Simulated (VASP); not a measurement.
Wanted: the native input for a VASP 6.6.1 run.

- Task: single point
- Functional: r2SCAN
- Potentials or basis: VASP PAW PBE potentials, release 64 (Ti_sv, Si)
- Cutoff: 520 eV
- k mesh: 4 × 4 × 4
- Occupations: gaussian, width 0.1 eV
- Spin: no spin polarisation
- Dipole correction: no
- Further INCAR settings: ALGO = Normal; EDIFF = 1e-07; NBANDS = 15

The system is TiSi.

```
CELL_PARAMETERS angstrom
1.81618 -2.11762 0.00000
1.81618 2.11762 0.00000
0.00000 0.00000 3.80393
ATOMIC_POSITIONS crystal
Ti 0.50000 0.50000 0.00000
Si 0.00000 0.00000 0.50000
```

The input as run:

POSCAR

```
TiSi
1.0
    1.8161780000     -2.1176240000      0.0000000000
    1.8161780000      2.1176240000      0.0000000000
    0.0000000000      0.0000000000      3.8039340000
Ti Si
1 1
Direct
    0.5000000000      0.5000000000      0.0000000000
    0.0000000000      0.0000000000      0.5000000000
```

INCAR.step1

```
SYSTEM = TiSi
ALGO     = Normal         ! electronic algorithm
EDIFF    = 1E-4           ! SCF threshold, eV
ENCUT    = 520            ! plane-wave cutoff, eV
GGA      = PE             ! functional
ISMEAR   = 0              ! smearing method
LASPH    = .True.         ! aspherical terms in the spheres
LCHARG   = .False.        ! write CHGCAR
LREAL    = .False.        ! projectors in reciprocal space
LWAVE    = .True.         ! write WAVECAR
NBANDS   = 15             ! bands
NELM     = 80             ! most SCF steps
PREC     = Accurate       ! precision mode
SIGMA    = 0.1            ! smearing width, eV
```

INCAR.step2

```
SYSTEM = TiSi
ALGO     = Normal         ! electronic algorithm
EDIFF    = 1E-7           ! SCF threshold, eV
ENCUT    = 520            ! plane-wave cutoff, eV
ISIF     = 2              ! what is computed and relaxed
ISMEAR   = 0              ! smearing method
ISTART   = 1            
LASPH    = .True.         ! aspherical terms in the spheres
LCHARG   = .False.        ! write CHGCAR
LMIXTAU  = .True.       
LREAL    = .False.        ! projectors in reciprocal space
LWAVE    = .False.        ! write WAVECAR
METAGGA  = R2SCAN         ! meta-GGA
NBANDS   = 15             ! bands
NELM     = 80             ! most SCF steps
PREC     = Accurate       ! precision mode
SIGMA    = 0.1            ! smearing width, eV
```

KPOINTS

```
k-points
0
Gamma
  4 4 4
  0 0 0
```

Potentials or basis: VASP PAW PBE potentials, release 64 (Ti_sv, Si).

The run is started by

```bash
$ cat potpaw_PBE.64/Ti_sv/POTCAR potpaw_PBE.64/Si/POTCAR > POTCAR
$ cp INCAR.step1 INCAR
$ mpirun -np 1 vasp_std > vasp.out
$ cp INCAR.step2 INCAR
$ mpirun -np 1 vasp_std > vasp.out
```

It gave:

The pressure is -1.9 GPa and the band gap on the k mesh is zero (bands 8 and 9 overlap by 1.54 eV).

Caveat: the k points lie up to 0.57 Å⁻¹ apart, too coarse for converged energies and pressures of a metal; the PAW data sets were made with another functional, which shifts forces and pressure a little.

It took 39 s on 1 thread of Intel Xeon 8259CL (shared host), peak memory 0.15 GiB.
